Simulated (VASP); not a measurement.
Write the native input for VASP 6.6.1 that does the following.

| Item | Value |
| --- | --- |
| Task | single point |
| Functional | PBE |
| Potentials or basis | VASP PAW PBE potentials, release 64 (Ti_sv, C) |
| Cutoff | 520 eV |
| k mesh | 12 × 12 × 12 |
| Occupations | gaussian, width 0.2 eV |
| Spin | no spin polarisation |
| Dipole correction | no |
| Further INCAR settings | ALGO = Normal; EDIFF = 1e-07; NBANDS = 24 |

The structure of TiC lies in POSCAR:

```
TiC
1.0
   -2.1663736817      0.0000000000     -2.1663736817
   -2.1663736817     -2.1663736817      0.0000000000
   -4.3327473633      2.1663736817      2.1663736817
Ti C
2 2
Direct
    0.2500000000      0.2500000000      0.2500000000
    0.7500000000      0.7500000000      0.7500000000
    0.5000000000      0.5000000000      0.5000000000
    1.0000000000      1.0000000000      0.0000000000
```

The input as run:

INCAR

```
ALGO = Normal
EDIFF = 1E-7
ENCUT = 520
GGA = PE
ISIF = 2
ISMEAR = 0
LASPH = True
LCHARG = False
LREAL = False
LWAVE = False
NBANDS = 24
NELM = 100
PREC = Accurate
SIGMA = 0.2
```

KPOINTS

```
k-points
0
Gamma
  12 12 12
```

Potentials or basis: VASP PAW PBE potentials, release 64 (Ti_sv, C).

Launch:

```bash
$ cat potpaw_PBE.64/Ti_sv/POTCAR potpaw_PBE.64/C/POTCAR > POTCAR
$ mpirun -np 1 vasp_std > vasp.out
```

It gave:

```json
{
 "Pressure": "0.3 GPa",
 "Band gap on the k mesh": "zero (bands 16 and 17 overlap by 1.10 eV)"
}
```

Wall time 3.1 min on 1 thread of Intel(R) Xeon(R) Platinum 8259CL CPU @ 2.50GHz (Skylake/Cascade Lake), with other jobs on the host, peak memory 0.27 GiB.
